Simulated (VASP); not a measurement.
Runs of VASP 6.6.1 on Cu. The structure is that of space group Fm-3m (No. 225), or close to it. The cells are those of the table. 

| task | cell | k mesh | cutoff (eV) | smearing | gap on the mesh (eV) | pressure (GPa) | relaxed volume (Å³/atom) |
| --- | --- | --- | --- | --- | --- | --- | --- |
| single point | a = 2.566 Å, angles 60.0°, 1 atom | 16 × 16 × 16 | 520 | gaussian 0.1 eV | none | 0.7 | - |
| single point | a = 2.567 Å, angles 60.0°, 1 atom | 16 × 16 × 16 | 520 | fermi-dirac 0.15 eV | none | 0.7 | - |
| relaxation of cell and atoms | relaxed from a = 2.566 Å, angles 60.0°, 1 atom | 16 × 16 × 16 | 600 | fermi-dirac 0.15 eV | none | 0.0 | (a) |
| single point | a = 2.581 Å, angles 60.0°, 1 atom | 8 × 8 × 8 | 520 | gaussian 0.1 eV | none | -1.0 | - |
| relaxation of cell and atoms | relaxed from a = 2.581 Å, angles 60.0°, 1 atom | 16 × 16 × 16 | 600 | gaussian 0.1 eV | none | 0.0 | 12.01 |

Alike in all rows: level PBE; potentials or basis VASP PAW PBE potentials, release 64 (Cu); no spin polarisation.

Fill in the values left out.

(a) 12.02.

Caveats: some runs use coarse meshes.

A gap of «none» marks levels without a gap at the run's occupations.
